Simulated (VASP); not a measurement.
A run of VASP 6.6.1 is set up as follows.

Contents of POSCAR:

```
Ga3BAs4
1.0
    5.5042243079      0.0000000000      0.0000000000
    0.0000000000      5.5042243079      0.0000000000
    0.0000000000      0.0000000000      5.5042243079
B As Ga
1 4 3
Direct
    0.0000000000      0.0000000000      0.0000000000
    0.2290595190      0.2290595190      0.2290595190
    0.7709404810      0.7709404810      0.2290595190
    0.7709404810      0.2290595190      0.7709404810
    0.2290595190      0.7709404810      0.7709404810
    0.5000000000      0.5000000000      0.0000000000
    0.5000000000      0.0000000000      0.5000000000
    0.0000000000      0.5000000000      0.5000000000
```

Contents of INCAR.step1:

```
SYSTEM = Ga3BAs4
PREC = Accurate ; ENCUT = 520
ISMEAR = 0 ; SIGMA = 0.01
LREAL = .FALSE. ; LASPH = .TRUE.
NELM = 100 ; NBANDS = 41
GGA = PE ; ALGO = Normal
EDIFF = 1E-4 ; LWAVE = .TRUE.
LCHARG = .FALSE.
```

INCAR.step2

```
SYSTEM = Ga3BAs4
PREC = Accurate ; ENCUT = 520
EDIFF = 1E-6 ; ISMEAR = 0
SIGMA = 0.01 ; LREAL = .FALSE.
LASPH = .TRUE. ; NELM = 100
ALGO = Normal ; ISIF = 2
LWAVE = .FALSE. ; LCHARG = .FALSE.
METAGGA = R2SCAN ; LMIXTAU = .TRUE.
NBANDS = 41 ; ISTART = 1
```

KPOINTS

```
regular mesh
0
G
  4 4 4
  0 0 0
```

Potentials or basis: VASP PAW PBE potentials, release 64 (B, As, Ga_d).

Run with:

```console
$ cat potpaw_PBE.64/B/POTCAR potpaw_PBE.64/As/POTCAR potpaw_PBE.64/Ga_d/POTCAR > POTCAR
$ cp INCAR.step1 INCAR
$ mpirun -np 1 vasp_std > vasp.out
$ cp INCAR.step2 INCAR
$ mpirun -np 1 vasp_std > vasp.out
```

**Question.** Predict the pressure.

**Answer.** -2.2 GPa.

**Question.** Predict the largest force.

**Answer.** 0.012 eV/Å.

**Question.** What does it give for the band gap on the k mesh?

**Answer.** 0.74 eV, indirect (least direct gap 1.00 eV).

Forces in eV/Å, atoms in the order of the input:
```
B    0.000  0.000  0.000
As   0.007  0.007  0.007
As  -0.007 -0.007  0.007
As  -0.007  0.007 -0.007
As   0.007 -0.007 -0.007
Ga   0.000  0.000  0.000
Ga   0.000  0.000  0.000
Ga   0.000  0.000  0.000
```

Caveat: the PAW data sets were made with another functional, which shifts forces and pressure a little. A k mesh can miss the band edges.
